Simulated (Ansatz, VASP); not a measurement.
**Al: VASP beside Ansatz**

Contents of INCAR:

```
SYSTEM = Al
  ALGO = Normal
  EDIFF = 1E-6
  ENCUT = 500
  GGA = PS
  GGA_COMPAT = .FALSE.
  ISIF = 2
  ISMEAR = 0
  LASPH = .TRUE.
  LCHARG = .FALSE.
  LREAL = .FALSE.
  LWAVE = .FALSE.
  NBANDS = 8
  NELM = 120
  PREC = Accurate
  SIGMA = 0.1
```

KPOINTS

```
k-points
0
G
  18 18 18
  0 0 0
```

Contents of POSCAR:

```
Al
1.0
    0.0000000000      2.0248050000      2.0248050000
    2.0248050000      0.0000000000      2.0248050000
    2.0248050000      2.0248050000      0.0000000000
Al
1
Direct
    0.0000000000      0.0000000000      0.0000000000
```

Input for Ansatz:

```yaml
crystal:
  lattice:
    - [0.0, 2.024805, 2.024805]
    - [2.024805, 0.0, 2.024805]
    - [2.024805, 2.024805, 0.0]
  atoms:
    - { symbol: Al, position: [0.0, 0.0, 0.0] }
basis:
  ecutwfc: 420
kpoints:
  mp_grid: { grid: [18, 18, 18] }
hamiltonian:
  xc: pbesol
scf:
  occupations: { method: gaussian, width: 0.1 }
output:
  forces: true
  stress: true
  eigenvalues: true
  populations: true
```

Alike in both runs: task single point; functional PBEsol; k mesh 18 × 18 × 18; occupations gaussian, width 0.1 eV; no spin polarisation.

```csv
,VASP,Ansatz
version,VASP 6.6.1,Ansatz 0.2.0
potentials or method,"VASP PAW PBE potentials, release 64 (Al), cutoff 500 eV","scalar-relativistic, plane waves, PAW"
valence electrons in the cell,3,3
```

Ansatz gave:

* gap on the k mesh at the Fermi level (eV): none
* pressure (GPa): -2.0

Q: What did VASP give for the same quantities?

A: gap on the k mesh at the Fermi level (eV): none; pressure (GPa): -1.9.

VASP's potentials were made for PBE, not for PBEsol. A gap of «none» marks a metal or a gap that the smearing closes.
